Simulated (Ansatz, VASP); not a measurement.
**SbPt: VASP beside Ansatz**

Contents of INCAR:

```
SYSTEM = SbPt
PREC = Accurate
ENCUT = 520
EDIFF = 1E-6
ISMEAR = -1
SIGMA = 0.08
LREAL = .False.
LASPH = .True.
NELM = 80
ALGO = Normal
ISIF = 2
LWAVE = .False.
LCHARG = .False.
NBANDS = 23
```

The input KPOINTS:

```
Automatic mesh
0
Gamma
  11 11 8
  0 0 0
```

The input POSCAR:

```
SbPt
1.0
    4.1161850655      0.0000000000      0.0000000000
   -2.0580925328      3.5647208334      0.0000000000
    0.0000000000      0.0000000000      5.4536988600
Sb Pt
2 2
Direct
    0.3333333333      0.6666666667      0.2500000000
    0.6666666667      0.3333333333      0.7500000000
    0.0000000000      0.0000000000      0.0000000000
    0.0000000000      0.0000000000      0.5000000000
```

Input for Ansatz:

```yaml
crystal:
  lattice:
    - [4.1161850655, 0.0, 0.0]
    - [-2.0580925328, 3.5647208334, 0.0]
    - [0.0, 0.0, 5.45369886]
  atoms:
    - { symbol: Sb, position: [0.3333333333, 0.6666666667, 0.25] }
    - { symbol: Sb, position: [0.6666666667, 0.3333333333, 0.75] }
    - { symbol: Pt, position: [0.0, 0.0, 0.0] }
    - { symbol: Pt, position: [0.0, 0.0, 0.5] }
kpoints:
  mp_grid: { grid: [11, 11, 8] }
  band_path:
    path:
      - [0.0, 0.0, 0.0]
      - [0.5, 0.0, 0.0]
      - [0.3333333333, 0.3333333333, 0.0]
      - [0.0, 0.0, 0.0]
      - [0.0, 0.0, 0.5]
      - [0.5, 0.0, 0.5]
      - [0.3333333333, 0.3333333333, 0.5]
      - [0.0, 0.0, 0.5]
      - [0.5, 0.0, 0.5]
    npoints: 5
scf:
  occupations: { method: fermi_dirac, width: 0.08 }
hamiltonian:
  xc: lda
  pseudopotentials: { kind: all_electron, lapw: { basis_error: 0.0005 } }
output:
  forces: true
  stress: true
  eigenvalues: true
```

Change from the starting cell: volume scaled by 0.99.

Alike in both runs: task single point; functional LDA; k mesh 11 × 11 × 8; occupations fermi-dirac, width 0.08 eV; no spin polarisation.

```csv
,VASP,Ansatz
version,VASP 6.6.1,Ansatz 0.2.0
potentials or method,"VASP PAW LDA potentials, release 64 (Sb, Pt), cutoff 520 eV","all-electron LAPW, scalar-relativistic"
```

```csv
,VASP,Ansatz,Ansatz less VASP
pressure (GPa),1.7,1.5,-0.26
"traceless stress, the component that is largest in VASP (GPa)",-0.68,-0.81,-0.130
```

LDA's correlation is that of Perdew and Zunger in VASP and of Perdew and Wang (1992) in Ansatz. Ansatz ran all-electron here, and VASP with PAW potentials.

Spin-orbit coupling is off throughout.
